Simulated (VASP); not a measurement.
LaB3Ir:

```xyz
5
Lattice="0.0000 3.8329 0.0000 3.8329 0.0000 0.0000 1.9164 1.9164 -4.4036" Properties=species:S:1:pos:R:3 pbc="T T T"
La    0.0000    0.0000    0.0000
B     1.9164    3.8329   -2.1005
B     3.8329    1.9164   -2.1005
B     1.9164    1.9164   -0.7821
Ir    3.8329    3.8329   -3.0358
```

| Quantity | Value |
| --- | --- |
| Program | VASP 6.6.1 |
| Task | relaxation of cell and atoms |
| Functional | PBE |
| Potentials or basis | VASP PAW PBE potentials, release 64 (La, B, Ir) |
| Cutoff | 600 eV |
| k mesh | 7 × 7 × 7 |
| Occupations | fermi-dirac, width 0.0804 eV |
| Spin | no spin polarisation |

At the start: pressure 8.6 GPa; volume 12.94 Å³/atom.

Q: Where does the relaxation end?

A: Over 25 steps the energy falls by 137.4 meV/atom and the volume is 13.28 Å³/atom (+2.6 %); space group I4mm (No. 107, to 0.05 Å).

The path:
```csv
step,energy change (eV),largest force (eV/Å),pressure (GPa),volume (Å³)
1,0.0000,1.2208,8.56,64.69
2,-0.0044,0.3905,-10.07,71.38
3,-0.1184,0.7168,-1.82,67.94
4,-0.1628,0.6757,-1.51,67.33
5,-0.2516,0.5907,0.04,65.54
6,-0.0237,1.7884,7.15,62.04
7,-0.2577,0.7121,0.72,65.09
8,-0.2862,0.5893,0.57,64.90
9,-0.3472,0.2367,0.43,64.32
10,-0.2841,1.4011,2.21,63.13
11,-0.3572,0.4928,0.62,64.02
12,-0.3948,0.4992,0.39,64.13
13,-0.4568,0.9233,0.44,64.42
14,-0.4615,1.1567,0.66,64.49
15,-0.5021,1.0229,0.17,64.83
16,-0.5964,0.5551,-0.57,65.79
17,-0.6207,1.1800,0.79,67.39
18,-0.6410,0.6615,-0.11,66.77
19,-0.6725,0.2569,-1.56,67.12
20,-0.6730,0.2456,-1.76,67.16
21,-0.6796,0.2455,1.61,65.78
22,-0.6813,0.2353,0.55,66.20
23,-0.6852,0.1050,0.24,66.28
24,-0.6862,0.1123,0.02,66.36
25,-0.6869,0.0218,0.18,66.39
```

Final structure:
```
La B Ir
1.0
     0.00000    3.50594    0.00000
     3.50594    0.00000    0.00000
     1.75297    1.75297   -5.40132
La B Ir
1 3 1
Direct
  0.98901 0.98901 0.02199
  0.78598 0.28598 0.42805
  0.28598 0.78598 0.42805
  0.35400 0.35400 0.29201
  0.67454 0.67454 0.65091
```
